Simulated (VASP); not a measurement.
TaBr4F, 6 atoms in the cell. It takes space group F-43m (No. 216, cubic). Conventional cell: a = 8.341 Å, b = 8.341 Å, c = 8.341 Å, α = 90.00°, β = 90.00°, γ = 90.00°. Ta (site symmetry -43m) has 12 Br at 3.46 Å and 4 F at 3.61 Å within 4.5 Å. Br (site symmetry 3m) has 6 Br at 2.94 to 2.96 Å and 3 Ta at 3.46 Å and 3 F at 3.46 Å within 3.9 Å. F (site symmetry -43m) has 12 Br at 3.46 Å and 4 Ta at 3.61 Å within 4.5 Å. The cell was generated, and may not be a known phase.

| Quantity | Value |
| --- | --- |
| Program | VASP 6.6.1 |
| Task | single point |
| Functional | PBE |
| Potentials or basis | VASP PAW PBE potentials, release 64 (Ta_pv, Br, F) |
| Cutoff | 520 eV |
| k mesh | 8 × 8 × 8 |
| Occupations | gaussian, width 0.1 eV |
| Spin | collinear spin |
| Starting moments | [2.46, 0.0, 0.0, 0.0, 0.0, 0.0] μB |
| Dipole correction | no |
| Further INCAR settings | ALGO = Normal; EDIFF = 1e-07; NBANDS = 36 |

Potentials or basis: VASP PAW PBE potentials, release 64 (Ta_pv, Br, F).

The run is started by

```console
$ cat potpaw_PBE.64/Ta_pv/POTCAR potpaw_PBE.64/Br/POTCAR potpaw_PBE.64/F/POTCAR > POTCAR
$ mpirun -np 1 vasp_std > vasp.out
```

Hardware: 1 thread of AMD EPYC 7R13 Processor (Zen 3), with other jobs on the host.

Q: Estimate the wall time of this run.

A: Wall time 17 min on 1 thread of AMD EPYC 7R13 Processor (Zen 3), on a shared host, peak memory 0.51 GiB. Counts: scf iterations 32, k points 29.
